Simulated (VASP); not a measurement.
Crystal: BaHfO3.

```
Ba Hf O
1.0
     4.20608    0.00000    0.00000
     0.00000    4.20608    0.00000
     0.00000    0.00000    4.20624
Ba Hf O
1 1 3
Direct
  0.50000 0.50000 0.57200
  0.00000 0.00000 0.07200
  0.00000 0.50000 0.07200
  0.50000 0.00000 0.07200
  0.00000 0.00000 0.57200
```

| Item | Value |
| --- | --- |
| Program | VASP 6.6.1 |
| Task | relaxation of cell and atoms |
| Functional | r2SCAN |
| Potentials or basis | VASP PAW PBE potentials, release 64 (Ba_sv, Hf_pv, O) |
| Cutoff | 600 eV |
| k mesh | 6 × 6 × 6 |
| Occupations | fermi-dirac, width 0.02 eV |
| Spin | no spin polarisation |

At the start: pressure -4.3 GPa; volume 14.88 Å³/atom.

Q: How do energy, volume and symmetry change on relaxing?

A: Over 3 steps the energy falls by 5.3 meV/atom and the volume is 14.50 Å³/atom (-2.6 %); space group Pm-3m (No. 221, to 0.1 Å) before and after.

Step by step:
```tsv
step	energy change (eV)	largest force (eV/Å)	pressure (GPa)	volume (Å³)
1	0.0000	0.0000	-4.32	74.41
2	0.0163	0.0000	6.16	70.17
3	-0.0265	0.0000	0.01	72.50
```

Final structure:
```
Ba Hf O
1.0
     4.16972    0.00000    0.00000
     0.00000    4.16972    0.00000
     0.00000    0.00000    4.16979
Ba Hf O
1 1 3
Direct
  0.50000 0.50000 0.57200
  0.00000 0.00000 0.07200
  0.00000 0.50000 0.07200
  0.50000 0.00000 0.07200
  0.00000 0.00000 0.57200
```

Caveat: the PAW data sets were made with another functional, which shifts forces and pressure a little.
